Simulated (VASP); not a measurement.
# Cs (Fm-3m) in VASP: relaxation of cell and atoms with PBEsol

Aim: the relaxation of cell and atoms of Cs with PBEsol.

Everything below comes from runs of VASP 6.6.1. Logs are shortened: lines on timing, memory, paths and dates and some standing lists are left out, and cuts for length are marked.

## 1. The cell of the first run

The structure is cubic, space group Fm-3m (No. 225). The conventional cell has a = 7.640 Å, b = 7.640 Å, c = 7.640 Å, α = 90.00°, β = 90.00°, γ = 90.00°.

This isn't the form of Cs at room conditions, which is bcc.

## 2. Relaxation of cell and atoms, PBEsol

INCAR

```
  PREC = Accurate
  ENCUT = 500
  EDIFF = 1E-7
  ISMEAR = 0
  SIGMA = 0.05
  LREAL = F
  LASPH = T
  NELM = 120
  ALGO = Normal
  ISIF = 3
  LWAVE = F
  LCHARG = F
  GGA = PS
  IBRION = 2
  NSW = 80
  EDIFFG = -0.01
  GGA_COMPAT = F
  NELMIN = 4
```

KPOINTS

```
regular mesh
0
Gamma
  5 5 5
```

POSCAR

```
Cs
1.0
    0.0000000000      3.8200000000      3.8200000000
    3.8200000000      0.0000000000      3.8200000000
    3.8200000000      3.8200000000      0.0000000000
Cs
1
Direct
    0.0000000000      0.0000000000      0.0000000000
```

Potentials or basis: VASP PAW PBE potentials, release 64 (Cs_sv).

Started as:

```console
cat potpaw_PBE.64/Cs_sv/POTCAR > POTCAR
mpirun -np 1 vasp_std > vasp.out
```

OUTCAR:

```text
PREC = Accurate
   ENCUT = 500
   EDIFF = 1E-7
   ISMEAR = 0
   LREAL = F
   LASPH = T
   NELM = 120
   ISIF = 3
   GGA = PS
   IBRION = 2
   NSW = 80
   EDIFFG = -0.01
   NELMIN = 4

 ion  position               nearest neighbor table
   1  0.000  0.000  0.000-

  LATTYP: Found a face centered cubic cell.
 ALAT       =     7.6400000000

  Lattice vectors:

 A1 = (   0.0000000000,   3.8200000000,   3.8200000000)
 A2 = (   3.8200000000,   0.0000000000,   3.8200000000)
 A3 = (   3.8200000000,   3.8200000000,   0.0000000000)

Analysis of symmetry for initial positions (statically):
=====================================================================
 Subroutine PRICEL returns:
 Original cell was already a primitive cell.

 Routine SETGRP: Setting up the symmetry group for a
 face centered cubic supercell.

 Subroutine GETGRP returns: Found 48 space group operations
 (whereof 48 operations were pure point group operations)
 out of a pool of 48 trial point group operations.

The static configuration has the point symmetry O_h .

Analysis of symmetry for dynamics (positions and initial velocities):
=====================================================================
 Subroutine PRICEL returns:
 Original cell was already a primitive cell.

 Routine SETGRP: Setting up the symmetry group for a
 face centered cubic supercell.

 Subroutine GETGRP returns: Found 48 space group operations
 (whereof 48 operations were pure point group operations)
 out of a pool of 48 trial point group operations.

The dynamic configuration has the point symmetry O_h .

 Subroutine INISYM returns: Found 48 space group operations
 (whereof 48 operations are pure point group operations),
 and found     1 'primitive' translations

----------------------------------------------------------------------------------------

                                     Primitive cell

  volume of cell :     111.4859

  direct lattice vectors                    reciprocal lattice vectors
     0.000000000  3.820000000  3.820000000    -0.130890052  0.130890052  0.130890052
     3.820000000  0.000000000  3.820000000     0.130890052 -0.130890052  0.130890052
     3.820000000  3.820000000  0.000000000     0.130890052  0.130890052 -0.130890052

  length of vectors
     5.402295808  5.402295808  5.402295808     0.226708221  0.226708221  0.226708221

  position of ions in fractional coordinates (direct lattice)
     0.000000000  0.000000000  0.000000000

  ion indices of the primitive-cell ions
   primitive index   ion index
                 1           1

----------------------------------------------------------------------------------------

 KPOINTS: regular mesh

Automatic generation of k-mesh.
 Grid dimensions read from file:
 generate k-points for:    5    5    5

 Generating k-lattice:

  Cartesian coordinates                     Fractional coordinates (reciprocal lattice)
    -0.026178010  0.026178010  0.026178010     0.200000000  0.000000000  0.000000000
     0.026178010 -0.026178010  0.026178010     0.000000000  0.200000000  0.000000000
     0.026178010  0.026178010 -0.026178010     0.000000000  0.000000000  0.200000000

  Length of vectors
     0.045341644  0.045341644  0.045341644

  Shift w.r.t. Gamma in fractional coordinates (k-lattice)
     0.000000000  0.000000000  0.000000000

 Subroutine IBZKPT returns following result:
 ===========================================

 Found     10 irreducible k-points:

 Following reciprocal coordinates:
            Coordinates               Weight
  0.000000  0.000000  0.000000      1.000000
  0.200000  0.000000  0.000000      8.000000
  0.400000  0.000000  0.000000      8.000000
  0.200000  0.200000  0.000000      6.000000
  0.400000  0.200000  0.000000     24.000000
 -0.400000  0.200000  0.000000     24.000000
 -0.200000  0.200000  0.000000     12.000000
  0.400000  0.400000  0.000000      6.000000
 -0.400000  0.400000  0.000000     12.000000
 -0.400000  0.400000  0.200000     24.000000
   k-points           NKPTS =     10   k-points in BZ     NKDIM =     10   number of bands    NBANDS=      8
   number of dos      NEDOS =    301   number of ions     NIONS =      1
   total plane-waves  NPLWV =  64000
   dimension x,y,z NGX =    40 NGY =   40 NGZ =   40
   dimension x,y,z NGXF=    80 NGYF=   80 NGZF=   80
   ions per type =               1
   NGX,Y,Z   is equivalent  to a cutoff of  12.31, 12.31, 12.31 a.u.
   NGXF,Y,Z  is equivalent  to a cutoff of  24.62, 24.62, 24.62 a.u.
 SYSTEM =  unknown system
   PREC   = accura    normal or accurate (medium, high low for compatibility)
   ISTART =      0    job   : 0-new  1-cont  2-samecut
   ICHARG =      2    charge: 1-file 2-atom 10-const
   ISPIN  =      1    spin polarized calculation?
   LNONCOLLINEAR =      F non collinear calculations
   LSORBIT =      F    spin-orbit coupling
   LASPH  =      T    aspherical Exc in radial PAW
   ENCUT  =  500.0 eV  36.75 Ry    6.06 a.u.   9.85  9.85  9.85*2*pi/ulx,y,z
   NELM   =    120;   NELMIN=  4; NELMDL= -5     # of ELM steps
   EDIFF  = 0.1E-06   stopping-criterion for ELM
   LREAL  =      F    real-space projection
   EDIFFG = -.1E-01   stopping-criterion for IOM
   NSW    =     80    number of steps for IOM
   IBRION =      2    ionic relax: 0-MD 1-quasi-New 2-CG
   NFREE  =      1    steps in history (QN), initial steepest desc. (CG)
   ISIF   =      3    stress and relaxation
   ISYM   =      2    0-nonsym 1-usesym 2-fastsym
   POTIM  = 0.5000    time-step for ionic-motion
   TEBEG  =    0.0;   TEEND  =   0.0 temperature during run
   PSTRESS=    0.0 pullay stress
   NELECT =       9.0000    total number of electrons
   NUPDOWN=      -1.0000    fix difference up-down
   EMIN   =  10.00;   EMAX   =-10.00  energy-range for DOS
   EFERMI =   0.00;   METHOD = LEGACY
   ISMEAR =     0;   SIGMA  =   0.05  broadening in eV -4-tet -1-fermi 0-gaus
   EFERMI_NEDOS =   21; number of points for ismear=-14 and -15
   IALGO  =     38    algorithm
   IMIX   =      4    mixing-type and parameters
     AMIX     =   0.40;   BMIX     =  1.00
     AMIX_MAG =   1.60;   BMIX_MAG =  1.00
  volume/ion in A,a.u.               =     111.49       752.34
  Fermi-wavevector in a.u.,A,eV,Ry     =   0.707537  1.337050  6.811188  0.500608
  Thomas-Fermi vector in A             =   1.793612
   LORBIT       =      0    0 simple, 1 ext, 2 COOP (PROOUT), +10 PAW based schemes
   GGA     = PS    functional components
   LHFCALC =     F    Hartree Fock is set to
   AEXX    =    0.0000 exact exchange contribution
   IVDW    =     0    specifies the selected vdW correction
   LEPSILON=     F    determine dielectric tensor
   LRPA    =     F    only Hartree local field effects (RPA)
 conjugate gradient relaxation of ions
 non-spin polarized calculation
 Gauss-broadening in eV      SIGMA  =   0.05
  energy-cutoff  :      500.00
  volume of cell :      111.49
 maximum number of plane-waves:      2842
   NGX = 19   NGY = 19   NGZ = 19

--------------------------------------- Ionic step        1  -------------------------------------------

 number of electron       9.0000001 magnetization

 Free energy of the ion-electron system (eV)
  ---------------------------------------------------
  ext. energy  EPLUGINS =         0.00000000
  ---------------------------------------------------
  free energy    TOTEN  =        -0.96703955 eV

  energy without entropy =       -0.96571514  energy(sigma->0) =       -0.96637735

------------------------ aborting loop because EDIFF is reached ----------------------------------------

  FORCE on cell =-STRESS in cart. coord.  units (eV):
  Direction    XX          YY          ZZ          XY          YZ          ZX
  --------------------------------------------------------------------------------------
  -------------------------------------------------------------------------------------
  Total       -0.0535119     -0.0535119     -0.0535119      0.0000000      0.0000000      0.0000000
  in kB       -0.7690259     -0.7690259     -0.7690259      0.0000000      0.0000000      0.0000000
  external PRESSURE =      -0.7690259 kB  Pullay stress =       0.0000000 kB

 VOLUME and BASIS-vectors are now :
 -----------------------------------------------------------------------------
  energy-cutoff  :      500.00
  volume of cell :      111.49
      direct lattice vectors                 reciprocal lattice vectors
     0.000000000  3.820000000  3.820000000    -0.130890052  0.130890052  0.130890052
     3.820000000  0.000000000  3.820000000     0.130890052 -0.130890052  0.130890052
     3.820000000  3.820000000  0.000000000     0.130890052  0.130890052 -0.130890052

 POSITION                                       TOTAL-FORCE (eV/Angst)
 -----------------------------------------------------------------------------------
      0.00000      0.00000      0.00000         0.000000      0.000000      0.000000
 -----------------------------------------------------------------------------------
    total drift:                               -0.000000     -0.000000     -0.000000

  FREE ENERGIE OF THE ION-ELECTRON SYSTEM (eV)
  ---------------------------------------------------
  free  energy   TOTEN  =        -0.9670395488 eV

  energy  without entropy=       -0.9657151433  energy(sigma->0) =       -0.96637735
[... 15 lines left out ...]
 VOLUME and BASIS-vectors are now :
 -----------------------------------------------------------------------------
  energy-cutoff  :      500.00
  volume of cell :      110.62
      direct lattice vectors                 reciprocal lattice vectors
     0.000000000  3.810138453  3.810138453    -0.131228827  0.131228827  0.131228827
     3.810138453  0.000000000  3.810138453     0.131228827 -0.131228827  0.131228827
     3.810138453  3.810138453  0.000000000     0.131228827  0.131228827 -0.131228827

 POSITION                                       TOTAL-FORCE (eV/Angst)
 -----------------------------------------------------------------------------------
      0.00000      0.00000      0.00000        -0.000000      0.000000      0.000000
 -----------------------------------------------------------------------------------
    total drift:                               -0.000000     -0.000000     -0.000000

  FREE ENERGIE OF THE ION-ELECTRON SYSTEM (eV)
  ---------------------------------------------------
  free  energy   TOTEN  =        -0.9674126364 eV

  energy  without entropy=       -0.9660882309  energy(sigma->0) =       -0.96675043

--------------------------------------- Ionic step        3  -------------------------------------------

 number of electron       9.0000002 magnetization

 Free energy of the ion-electron system (eV)
  ---------------------------------------------------
  ext. energy  EPLUGINS =         0.00000000
  ---------------------------------------------------
  free energy    TOTEN  =        -0.96802259 eV

  energy without entropy =       -0.96669818  energy(sigma->0) =       -0.96736038

 E-fermi :   0.5325     XC(G=0):  -5.6417

 val. band max:        0.5250126691   @ k =   0.4000   0.4000   0.0000
 cond. band min:       0.8251460668   @ k =  -0.4000   0.2000   0.0000
 fundamental gap:      0.3001333977
 Fermi energy:         0.5324524364

 k-point     1 :       0.0000    0.0000    0.0000
  band No.  band energies     occupation
      1     -23.2825      2.00000
      2      -9.9929      2.00000
      3      -9.9929      2.00000
      4      -9.9929      2.00000
      5      -1.2211      2.00000
      6       3.0177      0.00000
      7       3.0177      0.00000
      8       3.0177      0.00000

 k-point     2 :       0.2000    0.0000    0.0000
  band No.  band energies     occupation
      1     -23.2797      2.00000
      2     -10.0531      2.00000
      3     -10.0008      2.00000
      4     -10.0008      2.00000
      5      -0.7927      2.00000
      6       2.3892      0.00000
      7       3.1340      0.00000
      8       3.1340      0.00000

 k-point     3 :       0.4000    0.0000    0.0000
  band No.  band energies     occupation
      1     -23.2752      2.00000
      2     -10.1468      2.00000
      3     -10.0136      2.00000
      4     -10.0136      2.00000
      5       0.1853      2.00000
      6       1.5725      0.00000
      7       2.9181      0.00000
      8       2.9181      0.00000
[... 88 lines left out ...]
 VOLUME and BASIS-vectors are now :
 -----------------------------------------------------------------------------
  energy-cutoff  :      500.00
  volume of cell :      108.07
      direct lattice vectors                 reciprocal lattice vectors
     0.000000000  3.780553813  3.780553813    -0.132255755  0.132255755  0.132255755
     3.780553813  0.000000000  3.780553813     0.132255755 -0.132255755  0.132255755
     3.780553813  3.780553813  0.000000000     0.132255755  0.132255755 -0.132255755

 POSITION                                       TOTAL-FORCE (eV/Angst)
 -----------------------------------------------------------------------------------
      0.00000      0.00000      0.00000        -0.000000     -0.000000     -0.000000
 -----------------------------------------------------------------------------------
    total drift:                               -0.000000     -0.000000     -0.000000

  FREE ENERGIE OF THE ION-ELECTRON SYSTEM (eV)
  ---------------------------------------------------
  free  energy   TOTEN  =        -0.9680225868 eV

  energy  without entropy=       -0.9666981812  energy(sigma->0) =       -0.96736038

 reached required accuracy - stopping structural energy minimisation
```

Run time: 29 s. Hardware: 1 thread of AMD EPYC 7R43 (Zen 3), shared host; peak memory 0.19 GiB.

Results:

| Quantity | Value |
| --- | --- |
| Free energy | -0.9680 eV |
| Relaxed volume | 108.07 Å³/atom |
| Relaxed cell | a = 5.347 Å, b = 5.347 Å, c = 5.347 Å, α = 60.00°, β = 60.00°, γ = 60.00° |
| Space group after relaxing (to 0.1 Å) | Fm-3m (No. 225) |
| Energy gained by relaxing | 1.0 meV/atom |
| Ionic steps | 3 |
| Pressure after relaxing | 0.0 GPa |
| Band gap on the k mesh | zero (an odd number of electrons rules out a gap without spin polarisation) |

Step by step:
```
step  energy change (eV)  largest force (eV/Å)  pressure (GPa)  volume (Å³)
   1              0.0000                0.0000           -0.08       111.49
   2             -0.0004                0.0000           -0.06       110.62
   3             -0.0010                0.0000           -0.01       108.07
```

Final structure:
```
Cs
1.0
     0.00000    3.78055    3.78055
     3.78055    0.00000    3.78055
     3.78055    3.78055    0.00000
Cs
1
Cartesian
  0.0000 0.0000 0.0000
```

Caveat: the PAW data sets were made with another functional, which shifts forces and pressure a little; spin-orbit coupling is left out, which moves the levels of the heavy elements.
